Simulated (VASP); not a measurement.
SnO: single point with PBE+D3(BJ)

System: SnO, a slab with vacuum.

```
Sn O
1.0
     3.82015    0.00030    0.00000
    -0.00031    3.82015    0.00000
     0.00000    0.00000   22.22608
Sn O
4 4
Direct
  0.99995 0.99995 0.20246
  0.49995 0.49995 0.30878
  0.62495 0.74995 0.47975
  0.12495 0.24995 0.58607
  0.99995 0.49995 0.25562
  0.49995 0.99995 0.25562
  0.62495 0.24995 0.53291
  0.12495 0.74995 0.53291
```

This cell differs from its parent crystal: layers slid over each other.

```
Program                : VASP 6.6.1
Task                   : single point
Functional             : PBE
Dispersion             : D3(BJ)
Potentials or basis    : VASP PAW PBE potentials, release 64 (Sn_d, O)
Cutoff                 : 520 eV
k mesh                 : 7 × 7 × 1
Occupations            : gaussian, width 0.05 eV
Spin                   : no spin polarisation
Dipole correction      : yes
Further INCAR settings : ALGO = Normal; EDIFF = 1e-06; NBANDS = 50
```

- Largest force: 0.087 eV/Å
- Band gap on the k mesh: 2.16 eV (least direct gap 2.41 eV)
- Dispersion energy per atom: -0.159 eV

Forces in eV/Å, atoms in the order of the input:
```
Sn  -0.007 -0.011 -0.077
Sn  -0.040 -0.074 -0.021
Sn   0.040  0.074  0.021
Sn   0.007  0.011  0.077
O   -0.036  0.023  0.003
O    0.013 -0.057  0.001
O   -0.013  0.057 -0.001
O    0.036 -0.023 -0.003
```

Levels at points of the mesh, in eV from the valence-band top:
| k point | band 38 | band 39 | band 40 | band 41 | band 42 | band 43 |
| --- | --- | --- | --- | --- | --- | --- |
| (0.00, 0.00, 0.00) | -2.08 | -0.84 | -0.05 | 2.42 | 2.73 | 2.73 |

Run time: 4.3 min on 1 thread of Intel(R) Xeon(R) 6975P-C (Granite Rapids) (shared host), peak memory 0.53 GiB.

Caveat: the cell differs from its parent crystal (layers slid over each other); spin-orbit coupling is left out, which moves the levels of the heavy elements.
